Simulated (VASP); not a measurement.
Mo:

```
CELL_PARAMETERS angstrom
0.00000 1.92442 1.92442
1.92442 0.00000 1.92442
1.92442 1.92442 0.00000
ATOMIC_POSITIONS crystal
Mo 0.00000 0.00000 0.00000
```

```yaml
Program: VASP 6.6.1
Task: relaxation of cell and atoms
Functional: PBE
Potentials_or_basis: VASP PAW PBE potentials, release 64 (Mo_sv)
Cutoff: 600 eV
k_mesh: 18 × 18 × 18
Occupations: fermi-dirac, width 0.05 eV
Spin: no spin polarisation
```

At the start: pressure 36.0 GPa; volume 14.25 Å³/atom.

Task: Where does the relaxation end?

Result: Over 19 steps the energy falls by 183.4 meV/atom and the volume is 16.05 Å³/atom (+12.6 %); space group Fm-3m (No. 225, to 0.05 Å).

Step by step:
| step | energy change (eV) | largest force (eV/Å) | pressure (GPa) | volume (Å³) |
| --- | --- | --- | --- | --- |
| 1 | 0.0000 | 0.0000 | 36.01 | 14.25 |
| 2 | 0.7439 | 0.0000 | -38.21 | 21.94 |
| 3 | -0.1811 | 0.0000 | -3.28 | 16.28 |
| 4 | -0.1834 | 0.0000 | -0.40 | 16.08 |
| 5 | -0.1834 | 0.0000 | 0.18 | 16.04 |
| 6 | -0.1834 | 0.0000 | 0.19 | 16.04 |
| 7 | -0.1834 | 0.0000 | 0.21 | 16.04 |
| 8 | -0.1834 | 0.0000 | 0.17 | 16.04 |
| 9 | -0.1834 | 0.0000 | 0.17 | 16.04 |
| 10 | -0.1834 | 0.0000 | 0.17 | 16.04 |
| 11 | -0.1834 | 0.0000 | 0.17 | 16.04 |
| 12 | -0.1834 | 0.0000 | 0.17 | 16.04 |
| 13 | -0.1834 | 0.0000 | 0.17 | 16.04 |
| 14 | -0.1834 | 0.0000 | 0.17 | 16.04 |
| 15 | -0.1834 | 0.0000 | 0.18 | 16.04 |
| 16 | -0.1834 | 0.0000 | 0.19 | 16.04 |
| 17 | -0.1834 | 0.0000 | 0.21 | 16.05 |
| 18 | -0.1834 | 0.0000 | 0.12 | 16.05 |
| 19 | -0.1834 | 0.0000 | 0.04 | 16.05 |

Final structure:
```yaml
crystal:
  lattice:
    - [0.00000, 2.00217, 2.00217]
    - [2.00217, 0.00000, 2.00217]
    - [2.00217, 2.00217, 0.00000]
  atoms:
    - { symbol: Mo, position: [0.00000, 0.00000, 0.00000] }
```
